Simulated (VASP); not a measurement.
# Sc (P6_3/mmc) in VASP: a series of runs

Runs on Sc. Level: LDA. Tasks: single point.

All numbers are computed with VASP 6.6.1; they aren't measurements. Logs are shortened: lines on timing, memory, paths and dates and some standing lists are left out, and cuts for length are marked.

**1. The cell of the first run**

The structure is hexagonal, space group P6_3/mmc (No. 194). Conventional cell: a = 3.287 Å, b = 3.287 Å, c = 5.233 Å, α = 90.00°, β = 90.00°, γ = 120.00°. Within 4.3 Å of Sc (site symmetry -6m2) lie 12 Sc at 3.23 to 3.29 Å.

**2. Single point, LDA (volume scaled by 0.98)**

INCAR reads:

```
PREC     = Accurate       # precision mode
ENCUT    = 520            # plane-wave cutoff, eV
EDIFF    = 1E-7           # SCF threshold, eV
ISMEAR   = -1             # smearing method
SIGMA    = 0.03           # smearing width, eV
LREAL    = False          # projectors in reciprocal space
LASPH    = True           # aspherical terms in the spheres
NELM     = 100            # most SCF steps
ALGO     = Normal         # electronic algorithm
ISIF     = 2              # what is computed and relaxed
LWAVE    = False          # write WAVECAR
LCHARG   = True           # write CHGCAR
GGA      = CA             # functional
LELF     = True           # ELF
LVHAR    = True         
NBANDS   = 18             # bands
```

KPOINTS reads:

```
Automatic mesh
0
Gamma
  13 13 7
```

POSCAR reads:

```
Sc
1.0
    3.2865905309      0.0000000000      0.0000000000
   -1.6432952654      2.8462708915      0.0000000000
    0.0000000000      0.0000000000      5.2326432300
Sc
2
Direct
    0.3333333333      0.6666666667      0.2500000000
    0.6666666667      0.3333333333      0.7500000000
```

Potentials or basis: VASP PAW LDA potentials, release 64 (Sc_sv).

Command:

```
cat potpaw_LDA.64/Sc_sv/POTCAR > POTCAR
mpirun -np 1 vasp_std > vasp.out
```

OUTCAR:

```text
PREC = Accurate
   ENCUT = 520
   EDIFF = 1E-7
   ISMEAR = -1
   LREAL = False
   LASPH = True
   NELM = 100
   ISIF = 2
   GGA = CA

 ion  position               nearest neighbor table
   1  0.333  0.667  0.250-   2 3.23   2 3.23   2 3.23   2 3.23   2 3.23   2 3.23
   2  0.667  0.333  0.750-   1 3.23   1 3.23   1 3.23   1 3.23   1 3.23   1 3.23

  LATTYP: Found a hexagonal cell.
 ALAT       =     3.2865905309
 C/A-ratio  =     1.5921190002

  Lattice vectors:

 A1 = (   3.2865905309,   0.0000000000,   0.0000000000)
 A2 = (  -1.6432952654,   2.8462708915,   0.0000000000)
 A3 = (   0.0000000000,   0.0000000000,   5.2326432300)

Analysis of symmetry for initial positions (statically):
=====================================================================
 Subroutine PRICEL returns:
 Original cell was already a primitive cell.

 Routine SETGRP: Setting up the symmetry group for a
 hexagonal supercell.

 Subroutine GETGRP returns: Found 24 space group operations
 (whereof 12 operations were pure point group operations)
 out of a pool of 24 trial point group operations.

The static configuration has the point symmetry D_3d.
 The point group associated with its full space group is D_6h.

Analysis of symmetry for dynamics (positions and initial velocities):
=====================================================================
 Subroutine PRICEL returns:
 Original cell was already a primitive cell.

 Routine SETGRP: Setting up the symmetry group for a
 hexagonal supercell.

 Subroutine GETGRP returns: Found 24 space group operations
 (whereof 12 operations were pure point group operations)
 out of a pool of 24 trial point group operations.

The dynamic configuration has the point symmetry D_3d.
 The point group associated with its full space group is D_6h.

 Subroutine INISYM returns: Found 24 space group operations
 (whereof 12 operations are pure point group operations),
 and found     1 'primitive' translations

----------------------------------------------------------------------------------------

                                     Primitive cell

  volume of cell :      48.9489

  direct lattice vectors                    reciprocal lattice vectors
     3.286590531  0.000000000  0.000000000     0.304266683  0.175668451  0.000000000
    -1.643295265  2.846270892  0.000000000     0.000000000  0.351336903  0.000000000
     0.000000000  0.000000000  5.232643230     0.000000000  0.000000000  0.191108003

  length of vectors
     3.286590531  3.286590531  5.232643230     0.351336903  0.351336903  0.191108003

  position of ions in fractional coordinates (direct lattice)
     0.333333333  0.666666667  0.250000000
     0.666666667  0.333333333  0.750000000

  ion indices of the primitive-cell ions
   primitive index   ion index
                 1           1
                 2           2

----------------------------------------------------------------------------------------

 KPOINTS: Automatic mesh

Automatic generation of k-mesh.
 Grid dimensions read from file:
 generate k-points for:   13   13    7

 Generating k-lattice:

  Cartesian coordinates                     Fractional coordinates (reciprocal lattice)
     0.023405129  0.013512958  0.000000000     0.076923077 -0.000000000  0.000000000
     0.000000000  0.027025916  0.000000000     0.000000000  0.076923077  0.000000000
     0.000000000  0.000000000  0.027301143     0.000000000  0.000000000  0.142857143

  Length of vectors
     0.027025916  0.027025916  0.027301143

  Shift w.r.t. Gamma in fractional coordinates (k-lattice)
     0.000000000  0.000000000  0.000000000

 Subroutine IBZKPT returns following result:
 ===========================================

 Found     84 irreducible k-points:

 Following reciprocal coordinates:
            Coordinates               Weight
  0.000000  0.000000  0.000000      1.000000
  0.076923  0.000000  0.000000      6.000000
  0.153846  0.000000  0.000000      6.000000
  0.230769  0.000000  0.000000      6.000000
  0.307692  0.000000  0.000000      6.000000
  0.384615 -0.000000  0.000000      6.000000
[... 16 lines left out ...]
  0.076923  0.000000  0.142857     12.000000
  0.153846  0.000000  0.142857     12.000000
 [... further k-points ...]
   k-points           NKPTS =     84   k-points in BZ     NKDIM =     84   number of bands    NBANDS=     18
   number of dos      NEDOS =    301   number of ions     NIONS =      2
   total plane-waves  NPLWV =  23040
   dimension x,y,z NGX =    24 NGY =   24 NGZ =   40
   dimension x,y,z NGXF=    48 NGYF=   48 NGZF=   80
   ions per type =               2
   NGX,Y,Z   is equivalent  to a cutoff of  12.14, 12.14, 12.71 a.u.
   NGXF,Y,Z  is equivalent  to a cutoff of  24.28, 24.28, 25.42 a.u.
 SYSTEM =  unknown system
   PREC   = accura    normal or accurate (medium, high low for compatibility)
   ISTART =      0    job   : 0-new  1-cont  2-samecut
   ICHARG =      2    charge: 1-file 2-atom 10-const
   ISPIN  =      1    spin polarized calculation?
   LNONCOLLINEAR =      F non collinear calculations
   LSORBIT =      F    spin-orbit coupling
   LASPH  =      T    aspherical Exc in radial PAW
   ENCUT  =  520.0 eV  38.22 Ry    6.18 a.u.   6.11  6.11  9.73*2*pi/ulx,y,z
   NELM   =    100;   NELMIN=  2; NELMDL= -5     # of ELM steps
   EDIFF  = 0.1E-06   stopping-criterion for ELM
   LREAL  =      F    real-space projection
   EDIFFG = 0.1E-05   stopping-criterion for IOM
   NSW    =      0    number of steps for IOM
   IBRION =     -1    ionic relax: 0-MD 1-quasi-New 2-CG
   NFREE  =      0    steps in history (QN), initial steepest desc. (CG)
   ISIF   =      2    stress and relaxation
   ISYM   =      2    0-nonsym 1-usesym 2-fastsym
   POTIM  = 0.5000    time-step for ionic-motion
   TEBEG  =    0.0;   TEEND  =   0.0 temperature during run
   PSTRESS=    0.0 pullay stress
   NELECT =      22.0000    total number of electrons
   NUPDOWN=      -1.0000    fix difference up-down
   EMIN   =  10.00;   EMAX   =-10.00  energy-range for DOS
   EFERMI =   0.00;   METHOD = LEGACY
   ISMEAR =    -1;   SIGMA  =   0.03  broadening in eV -4-tet -1-fermi 0-gaus
   EFERMI_NEDOS =   21; number of points for ismear=-14 and -15
   IALGO  =     38    algorithm
   IMIX   =      4    mixing-type and parameters
     AMIX     =   0.40;   BMIX     =  1.00
     AMIX_MAG =   1.60;   BMIX_MAG =  1.00
  volume/ion in A,a.u.               =      24.47       165.16
  Fermi-wavevector in a.u.,A,eV,Ry     =   1.254011  2.369738 21.395760  1.572544
  Thomas-Fermi vector in A             =   2.387837
   LORBIT       =      0    0 simple, 1 ext, 2 COOP (PROOUT), +10 PAW based schemes
   GGA     = CA    functional components
   LHFCALC =     F    Hartree Fock is set to
   AEXX    =    0.0000 exact exchange contribution
   IVDW    =     0    specifies the selected vdW correction
   LEPSILON=     F    determine dielectric tensor
   LRPA    =     F    only Hartree local field effects (RPA)
 non-spin polarized calculation
  energy-cutoff  :      520.00
  volume of cell :       48.95
 maximum number of plane-waves:      1333
   NGX = 13   NGY = 13   NGZ = 19

 number of electron      22.0000001 magnetization

 Free energy of the ion-electron system (eV)
  ---------------------------------------------------
  ext. energy  EPLUGINS =         0.00000000
  ---------------------------------------------------
  free energy    TOTEN  =       -13.39262072 eV

  energy without entropy =      -13.37864010  energy(sigma->0) =      -13.38563041

 E-fermi :   3.5092     XC(G=0): -10.1730

 val. band max:        3.5033612293   @ k =   0.3846  -0.0000   0.1429
 cond. band min:       3.5138590064   @ k =   0.4615   0.0769   0.4286
 fundamental gap:      0.0104977771
 Fermi energy:         3.5091779780

 k-point     1 :       0.0000    0.0000    0.0000
  band No.  band energies     occupation
      1     -45.2983      2.00000
      2     -45.2267      2.00000
      3     -24.4686      2.00000
      4     -24.1123      2.00000
      5     -24.1123      2.00000
      6     -24.0493      2.00000
[... 10 lines left out ...]
     17       5.8466      0.00000
     18       5.8466      0.00000

 k-point     2 :       0.0769    0.0000    0.0000
  band No.  band energies     occupation
      1     -45.2952      2.00000
      2     -45.2254      2.00000
      3     -24.4605      2.00000
      4     -24.1291      2.00000
      5     -24.1179      2.00000
      6     -24.0669      2.00000
[... 10 lines left out ...]
     17       5.7379      0.00000
     18       5.7669      0.00000

 k-point     3 :       0.1538    0.0000    0.0000
  band No.  band energies     occupation
      1     -45.2863      2.00000
      2     -45.2220      2.00000
      3     -24.4371      2.00000
      4     -24.1759      2.00000
      5     -24.1330      2.00000
      6     -24.1148      2.00000
[... 10 lines left out ...]
     17       5.6373      0.00000
     18       5.8160      0.00000

 k-point     4 :       0.2308    0.0000    0.0000
  band No.  band energies     occupation
      1     -45.2734      2.00000
      2     -45.2176      2.00000
      3     -24.4013      2.00000
      4     -24.2425      2.00000
      5     -24.1805      2.00000
      6     -24.1535      2.00000
[... 375 lines left out ...]
      4     -24.1092      2.00000
      5     -24.1092      2.00000
      6     -24.0524      2.00000
[... 10 lines left out ...]
     17       5.9935      0.00000
     18       5.9935      0.00000

 k-point    23 :       0.0769    0.0000    0.1429
  band No.  band energies     occupation
      1     -45.2917      2.00000
      2     -45.2289      2.00000
      3     -24.4404      2.00000
      4     -24.1255      2.00000
      5     -24.1146      2.00000
      6     -24.0774      2.00000
[... 10 lines left out ...]
     17       5.9389      0.00000
     18       5.9435      0.00000

 k-point    24 :       0.1538    0.0000    0.1429
  band No.  band energies     occupation
      1     -45.2832      2.00000
      2     -45.2252      2.00000
      3     -24.4207      2.00000
      4     -24.1705      2.00000
      5     -24.1293      2.00000
      6     -24.1277      2.00000
[... 10 lines left out ...]
     17       5.8959      0.00000
     18       5.9289      0.00000

 [... further k-points ...]

------------------------ aborting loop because EDIFF is reached ----------------------------------------

  FORCE on cell =-STRESS in cart. coord.  units (eV):
  Direction    XX          YY          ZZ          XY          YZ          ZX
  --------------------------------------------------------------------------------------
  -------------------------------------------------------------------------------------
  Total       -1.1299340     -1.1299340     -1.7117634     -0.0000000      0.0000000      0.0000000
  in kB      -36.9845812    -36.9845812    -56.0288064     -0.0000000      0.0000000      0.0000000
  external PRESSURE =     -43.3326563 kB  Pullay stress =       0.0000000 kB

 VOLUME and BASIS-vectors are now :
 -----------------------------------------------------------------------------
  energy-cutoff  :      520.00
  volume of cell :       48.95
      direct lattice vectors                 reciprocal lattice vectors
     3.286590531  0.000000000  0.000000000     0.304266683  0.175668451  0.000000000
    -1.643295265  2.846270892  0.000000000     0.000000000  0.351336903  0.000000000
     0.000000000  0.000000000  5.232643230     0.000000000  0.000000000  0.191108003

 POSITION                                       TOTAL-FORCE (eV/Angst)
 -----------------------------------------------------------------------------------
     -0.00000      1.89751      1.30816         0.000000      0.000000      0.000000
      1.64330      0.94876      3.92448        -0.000000     -0.000000      0.000000
 -----------------------------------------------------------------------------------
    total drift:                               -0.000000      0.000000     -0.000000

  FREE ENERGIE OF THE ION-ELECTRON SYSTEM (eV)
  ---------------------------------------------------
  free  energy   TOTEN  =       -13.3926207225 eV

  energy  without entropy=      -13.3786400964  energy(sigma->0) =      -13.38563041
```

Run time: 24 s. Hardware: 1 thread of Intel Xeon Platinum 8488C (Sapphire Rapids), shared host; peak memory 0.18 GiB.

What came out:

| Property | Result |
| --- | --- |
| Free energy | -13.3926 eV |
| Pressure | -4.3 GPa |
| Band gap on the k mesh | zero (band 11 reaches 4.22 eV, above the bottom of band 12 at 2.99 eV) |

**3. Single point, LDA (zz strain of -2 %)**

INCAR reads:

```
SYSTEM = Sc
PREC = Accurate
ENCUT = 520
EDIFF = 1E-6
ISMEAR = -1
SIGMA = 0.03
LREAL = .FALSE.
LASPH = .TRUE.
NELM = 60
ALGO = Normal
ISIF = 2
LWAVE = .FALSE.
LCHARG = .FALSE.
GGA = CA
NBANDS = 18
```

KPOINTS reads:

```
Automatic mesh
0
G
  13 13 7
  0 0 0
```

POSCAR reads:

```
Sc
1.0
    3.3087978973      0.0000000000      0.0000000000
   -1.6543989486      2.8655030350      0.0000000000
    0.0000000000      0.0000000000      5.1626400000
Sc
2
Direct
    0.3333333333      0.6666666667      0.2500000000
    0.6666666667      0.3333333333      0.7500000000
```

Potentials or basis: VASP PAW LDA potentials, release 64 (Sc_sv).

Command:

```
cat potpaw_LDA.64/Sc_sv/POTCAR > POTCAR
mpirun -np 1 vasp_std > vasp.out
```

Wall time 33 s (1 thread of Intel Xeon Platinum 8488C (Sapphire Rapids), shared host); peak memory 0.19 GiB.

It converged, with:

```yaml
Free_energy: -13.3979 eV
Pressure: -4.4 GPa
Band_gap_on_the_k_mesh: zero (band 11 reaches 4.29 eV, above the bottom of band 12 at 2.97 eV)
```

Stress tensor (GPa, compression positive):
```
-4.15  0.00  0.00
 0.00 -4.15  0.00
 0.00  0.00 -4.86
```

Levels at points of the mesh, in eV from the Fermi level:
```
           k point  band 9  band 10  band 11  band 12  band 13  band 14
(0.00, 0.00, 0.00)   -5.10    -1.66     0.70     1.53     1.53     1.79
```

Caveat: the cell differs from its parent crystal (zz strain of -2 %).
